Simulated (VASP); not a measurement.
# C in VASP: relaxation of the atoms with LDA

Aim: the relaxation of the atoms of C with LDA.

Everything below comes from runs of VASP 6.6.1. Logs are shortened: lines on timing, memory, paths and dates and some standing lists are left out, and cuts for length are marked.

## 1. The cell of the first run

The cell holds a wire or tube with vacuum around it, 6 atoms: a = 2.444 Å, b = 8.869 Å, c = 18.794 Å, α = 90.00°, β = 90.00°, γ = 97.92°.

## 2. Relaxation of the atoms, LDA

File INCAR:

```
PREC = Accurate
ENCUT = 520
EDIFF = 1E-6
ISMEAR = 0
SIGMA = 0.1
LREAL = F
LASPH = T
NELM = 100
ALGO = Normal
ISIF = 2
LWAVE = F
LCHARG = F
LDIPOL = T
IDIPOL = 3
DIPOL = 0.5 0.5 0.500
GGA = CA
IBRION = 2
NSW = 70
EDIFFG = -0.03
ISYM = 0
LUSENCCL = F
```

File KPOINTS:

```
regular mesh
0
Gamma
  12 4 1
```

File POSCAR:

```
C
1.0
    2.4444537617      0.0000000000      0.0000000000
   -1.2222268809      8.7842777898      0.0000000000
    0.0000000000      0.0000000000     18.7939850884
C
6
Selective dynamics
Direct
    0.0387187685      0.0774375370      0.3724595910  F F F
    0.5483984606      0.0967969212      0.4088997079  F F F
    0.5677578448      0.1355156897      0.4817799416  F F F
    0.0774375370      0.1548750739      0.5182200584  T T T
    0.0967969212      0.1935938424      0.5911002921  T T T
    0.6064766133      0.2129532266      0.6275404090  T T T
```

Potentials or basis: VASP PAW LDA potentials, release 64 (C).

The run is started by

```bash
cat potpaw_LDA.64/C/POTCAR > POTCAR
mpirun -np 1 vasp_std > vasp.out
```

OUTCAR:

```text
PREC = Accurate
   ENCUT = 520
   EDIFF = 1E-6
   ISMEAR = 0
   LREAL = F
   LASPH = T
   NELM = 100
   ISIF = 2
   GGA = CA
   IBRION = 2
   NSW = 70
   EDIFFG = -0.03
   ISYM = 0

 ion  position               nearest neighbor table
   1  0.039  0.077  0.372-   2 1.41   2 1.41
   2  0.548  0.097  0.409-   3 1.41   1 1.41   1 1.41
   3  0.568  0.136  0.482-   4 1.41   4 1.41   2 1.41
   4  0.077  0.155  0.518-   3 1.41   3 1.41   5 1.41
   5  0.097  0.194  0.591-   4 1.41   6 1.41   6 1.41
   6  0.606  0.213  0.628-   5 1.41   5 1.41

IMPORTANT INFORMATION: All symmetrisations will be switched off!
NOSYMM: (Re-)initialisation of all symmetry stuff for point group C_1.

----------------------------------------------------------------------------------------

                                     Primitive cell

  volume of cell :     403.5587

  direct lattice vectors                    reciprocal lattice vectors
     2.444453762  0.000000000  0.000000000     0.409089350  0.056919876 -0.000000000
    -1.222226881  8.784277790  0.000000000     0.000000000  0.113839751  0.000000000
     0.000000000  0.000000000 18.793985088     0.000000000 -0.000000000  0.053208513

  length of vectors
     2.444453762  8.868899302 18.793985088     0.413030227  0.113839751  0.053208513

  position of ions in fractional coordinates (direct lattice)
     0.038718768  0.077437537  0.372459591
     0.548398461  0.096796921  0.408899708
     0.567757845  0.135515690  0.481779942
     0.077437537  0.154875074  0.518220058
     0.096796921  0.193593842  0.591100292
     0.606476613  0.212953227  0.627540409

  ion indices of the primitive-cell ions
   primitive index   ion index
                 1           1
                 2           2
                 3           3
                 4           4
                 5           5
                 6           6

----------------------------------------------------------------------------------------

 KPOINTS: regular mesh

Automatic generation of k-mesh.
 Grid dimensions read from file:
 generate k-points for:   12    4    1

 Generating k-lattice:

  Cartesian coordinates                     Fractional coordinates (reciprocal lattice)
     0.034090779  0.004743323 -0.000000000     0.083333333  0.000000000  0.000000000
[... 110 lines left out ...]
   LEPSILON=     F    determine dielectric tensor
   LRPA    =     F    only Hartree local field effects (RPA)
 conjugate gradient relaxation of ions
 non-spin polarized calculation
 Gauss-broadening in eV      SIGMA  =   0.10
  energy-cutoff  :      520.00
  volume of cell :      403.56
 maximum number of plane-waves:     10949
   NGX =  9   NGY = 33   NGZ = 69

--------------------------------------- Ionic step        1  -------------------------------------------

 number of electron      23.9999998 magnetization

 Free energy of the ion-electron system (eV)
  ---------------------------------------------------
  ext. energy  EPLUGINS =         0.00000000
  ---------------------------------------------------
  free energy    TOTEN  =       -53.39123218 eV

  energy without entropy =      -53.36290518  energy(sigma->0) =      -53.37706868

------------------------ aborting loop because EDIFF is reached ----------------------------------------

 vacuum level on the upper side and lower side of the slab       (xc-potential included)        -0.006        -0.006

  FORCE on cell =-STRESS in cart. coord.  units (eV):
  Direction    XX          YY          ZZ          XY          YZ          ZX
  --------------------------------------------------------------------------------------
  -------------------------------------------------------------------------------------
  Total       -1.7073581      0.0282204      0.8650295     -0.0000684      0.2342058      0.0000010
  in kB       -6.7784196      0.1120383      3.4342724     -0.0002717      0.9298254      0.0000038
  external PRESSURE =      -1.0773696 kB  Pullay stress =       0.0000000 kB
[... 61 lines left out ...]
  FREE ENERGIE OF THE ION-ELECTRON SYSTEM (eV)
  ---------------------------------------------------
  free  energy   TOTEN  =       -53.0703262048 eV

  energy  without entropy=      -53.0337582713  energy(sigma->0) =      -53.05204224

 dipolmoment           0.000000      0.000000      0.111531 electrons x Angstroem

--------------------------------------- Ionic step        3  -------------------------------------------

 number of electron      23.9999999 magnetization

------------------------ aborting loop because EDIFF is reached ----------------------------------------
[... 195 lines left out ...]
--------------------------------------- Ionic step        8  -------------------------------------------

 number of electron      23.9999999 magnetization

 dipolmoment           0.000000      0.000000     -0.045188 electrons x Angstroem

 Free energy of the ion-electron system (eV)
  ---------------------------------------------------
  ext. energy  EPLUGINS =         0.00000000
  ---------------------------------------------------
  free energy    TOTEN  =       -53.52547485 eV

  energy without entropy =      -53.49571185  energy(sigma->0) =      -53.51059335

 E-fermi :  -4.7032     XC(G=0):  -2.1815

 val. band max:       -4.7587378090   @ k =   0.2500   0.2500   0.0000
 cond. band min:      -4.6612623577   @ k =   0.2500   0.0000   0.0000
 fundamental gap:      0.0974754514
 Fermi energy:        -4.7031817286

 k-point     1 :       0.0000    0.0000    0.0000
  band No.  band energies     occupation
      1     -23.3862      2.00000
      2     -21.6772      2.00000
      3     -19.2453      2.00000
      4     -14.9687      2.00000
      5     -11.5730      2.00000
      6     -10.9155      2.00000
[... 433 lines left out ...]
      3     -17.5512      2.00000
      4     -16.0015      2.00000
      5     -14.5478      2.00000
      6     -13.2906      2.00000
[... 8 lines left out ...]
     15      -0.5138      0.00000
     16       1.2645      0.00000

 [... further k-points ...]

------------------------ aborting loop because EDIFF is reached ----------------------------------------

 vacuum level on the upper side and lower side of the slab       (xc-potential included)        -0.242         0.117

  FORCE on cell =-STRESS in cart. coord.  units (eV):
  Direction    XX          YY          ZZ          XY          YZ          ZX
  --------------------------------------------------------------------------------------
  -------------------------------------------------------------------------------------
  Total        0.1278036      0.0313323      0.9003990     -0.0000829      0.2441814     -0.0000750
  in kB        0.5073958      0.1243931      3.5746936     -0.0003291      0.9694299     -0.0002978
  external PRESSURE =       1.4021608 kB  Pullay stress =       0.0000000 kB
[... 21 lines left out ...]
  FREE ENERGIE OF THE ION-ELECTRON SYSTEM (eV)
  ---------------------------------------------------
  free  energy   TOTEN  =       -53.5254748544 eV

  energy  without entropy=      -53.4957118508  energy(sigma->0) =      -53.51059335

 reached required accuracy - stopping structural energy minimisation

 vacuum level on the upper side and lower side of the slab         1.265         1.641
```

OSZICAR:

```text
N       E                     dE             d eps       ncg     rms          rms(c)
DAV:   1     0.181047416361E+03    0.18105E+03   -0.89559E+03   984   0.105E+03
DAV:   2    -0.240538463122E+02   -0.20510E+03   -0.19229E+03  1320   0.210E+02
DAV:   3    -0.565835140471E+02   -0.32530E+02   -0.32324E+02  1056   0.103E+02
[... 112 lines left out ...]
DAV:   3    -0.535253727415E+02    0.10488E-02   -0.90974E-03   904   0.170E-01    0.152E-02
DAV:   4    -0.535254647458E+02   -0.92004E-04   -0.26531E-05   904   0.394E-02    0.820E-03
DAV:   5    -0.535254733768E+02   -0.86310E-05   -0.31193E-06   672   0.104E-02    0.203E-03
DAV:   6    -0.535254746972E+02   -0.13204E-05   -0.31974E-07   680   0.465E-03    0.777E-04
DAV:   7    -0.535254748544E+02   -0.15724E-06   -0.85753E-08   688   0.222E-03
   8 F= -.53525475E+02 E0= -.53510593E+02  d E =-.584808E-04
```

Run time: 6 min. Hardware: 1 × NVIDIA H100 80GB with 1 thread of Intel Xeon Platinum 8481C at 2.70GHz (Sapphire Rapids), shared host; peak memory 1.4 GiB.

Results:

```yaml
Free_energy: -53.5255 eV
Energy_gained_by_relaxing: 22.4 meV/atom
Ionic_steps: 8
Band_gap_on_the_k_mesh: 0.10 eV
```

Step by step:
```
step  energy change (eV)  largest force on free atoms (eV/Å)  pressure (GPa)
   1              0.0000                              3.4567           -0.11
   2              0.3209                              3.3505            0.93
   3             -0.1295                              0.5739            0.08
   4             -0.1284                              0.6333            0.18
   5             -0.1341                              0.0591            0.13
   6             -0.1342                              0.0430            0.13
   7             -0.1342                              0.0366            0.13
   8             -0.1342                              0.0213            0.14
```

Final structure:
```xyz
6
Lattice="2.4445 0.0000 0.0000 -1.2222 8.7843 0.0000 0.0000 0.0000 18.7940" Properties=species:S:1:pos:R:3 pbc="T T T"
C     0.0000    0.6802    7.0000
C     1.2222    0.8503    7.6849
C     1.2222    1.1904    9.0546
C     0.0000    1.3566    9.7244
C     0.0000    1.7123   11.1572
C     1.2222    1.8616   11.7562
```
